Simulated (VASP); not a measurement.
Write the native input for VASP 6.6.1 that does the following.

- Task: single point
- Functional: PBE
- Potentials or basis: VASP PAW PBE potentials, release 64 (Ti_sv, Ta_pv, N)
- Cutoff: 600 eV
- k mesh: 12 × 12 × 4
- Occupations: gaussian, width 0.1 eV
- Spin: collinear spin
- Starting moments: [0.3, 0.0, 0.0, 0.0, 0.0, 0.0, 0.0, 0.0] μB
- Dipole correction: no
- Further INCAR settings: ALGO = Normal; EDIFF = 1e-06; NBANDS = 46

The structure of Ta3TiN4 lies in POSCAR:

```
Ta3TiN4
1.0
    2.9427008797     -0.0000000289      0.0000000000
   -1.4713504149      2.5484537320      0.0000000000
    0.0000000000      0.0000000000     11.3825828000
Ti Ta N
1 3 4
Direct
    0.0000000000      0.0000000000      0.5000000000
    0.0000000000      0.0000000000      0.0000000000
    0.0000000000      0.0000000000      0.2549560000
    0.0000000000      0.0000000000      0.7450440000
    0.6666666667      0.3333333333      0.8732760000
    0.6666666667      0.3333333333      0.1267240000
    0.6666666667      0.3333333333      0.3778760000
    0.6666666667      0.3333333333      0.6221240000
```

One way to write it, as run:

INCAR

```
SYSTEM = Ta3TiN4
ALGO = Normal
EDIFF = 1E-6
ENCUT = 600
GGA = PE
GGA_COMPAT = .FALSE.
ISIF = 2
ISMEAR = 0
ISPIN = 2
LASPH = .TRUE.
LCHARG = .FALSE.
LMAXMIX = 4
LORBIT = 11
LREAL = .FALSE.
LWAVE = .FALSE.
MAGMOM = 0.3 0 0 0 0 0 0 0
NBANDS = 46
NELM = 200
PREC = Accurate
SIGMA = 0.1
```

KPOINTS

```
k-points
0
G
  12 12 4
  0 0 0
```

Potentials or basis: VASP PAW PBE potentials, release 64 (Ti_sv, Ta_pv, N).

Command:

```sh
$ cat potpaw_PBE.64/Ti_sv/POTCAR potpaw_PBE.64/Ta_pv/POTCAR potpaw_PBE.64/N/POTCAR > POTCAR
$ mpirun -np 1 vasp_std > vasp.out
```

It gave:

* Pressure: 0.5 GPa
* Largest force: 0.019 eV/Å
* Net moment: 0.00 μB per cell
* Valence electrons inside the program's atomic spheres: Ti 10.35; Ta 8.98, 8.99 (each value once); N 3.72, 3.71 (each value once)

Wall time 29 min on 1 thread of Oxide Virtual Turin-like Processor (shared host), peak memory 0.51 GiB.
